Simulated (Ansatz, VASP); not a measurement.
## One calculation of WSe2, two programs

The input INCAR:

```
PREC = Accurate ; ENCUT = 520
EDIFF = 1E-6 ; ISMEAR = 0
SIGMA = 0.02 ; LREAL = F
LASPH = T ; NELM = 60
ALGO = Normal ; ISIF = 2
LWAVE = F ; LCHARG = F
LDIPOL = T ; IDIPOL = 3
DIPOL = 0.5 0.5 0.500 ; GGA = PE
IVDW = 12 ; IBRION = 2
NSW = 60 ; EDIFFG = -0.01
```

KPOINTS

```
Automatic mesh
0
Gamma
  12 12 1
```

The input POSCAR:

```
WSe2
1.0
    3.3512312821      0.0000000000      0.0000000000
   -1.6756156411      2.9022514243      0.0000000000
    0.0000000000      0.0000000000     32.7374894635
Se W
2 1
Direct
    0.3333333333      0.6666666667      0.4485393955
    0.3333333333      0.6666666667      0.5514606045
    0.6666666667      0.3333333333      0.5000000000
```

Input for Ansatz:

```yaml
crystal:
  lattice:
    - [3.3512312821, 0.0, 0.0]
    - [-1.6756156411, 2.9022514243, 0.0]
    - [0.0, 0.0, 32.7374894635]
  atoms:
    - { symbol: Se, position: [0.3333333333, 0.6666666667, 0.4485393955] }
    - { symbol: W, position: [0.6666666667, 0.3333333333, 0.5] }
    - { symbol: Se, position: [0.3333333333, 0.6666666667, 0.5514606045] }
  periodic: [true, true, false]
basis:
  ecutwfc: 420
kpoints:
  mp_grid: { grid: [12, 12, 1] }
  band_path:
    path:
      - [0, 0, 0]
      - [0.5, 0, 0]
      - [0.3333333333333, 0.3333333333333, 0]
      - [0, 0, 0]
    npoints: 8
hamiltonian:
  xc: pbe
  dispersion: d3bj
scf:
  occupations: { method: gaussian, width: 0.02 }
output:
  forces: true
  stress: true
  eigenvalues: true
relax:
  adjacent_minimum: "off"
  f_tol: 0.01
  max_steps: 40
```

Change from the starting cell: biaxial strain +0.020, atoms relaxed.

Alike in both runs: task relaxation of the atoms; functional PBE; dispersion D3(BJ); k mesh 12 × 12 × 1; occupations gaussian, width 0.02 eV; no spin polarisation.

|  | VASP | Ansatz |
| --- | --- | --- |
| version | VASP 6.6.1 | Ansatz 0.2.0 |
| potentials or method | VASP PAW PBE potentials, release 64 (Se, W_sv), cutoff 520 eV | scalar-relativistic, plane waves, PAW |
| valence electrons in the cell | 26 | 46 |

|  | VASP | Ansatz | Ansatz less VASP |
| --- | --- | --- | --- |
| gap on the k mesh at the Fermi level, each at its own relaxed structure (eV) | 1.43 | 1.43 | -0.002 |

VASP's potentials hold 26 valence electrons a cell and Ansatz's 46, so a difference there can come from the potentials and not from the codes. Ansatz's warnings: stress scf threshold loose.

Neither program's run includes spin-orbit coupling.
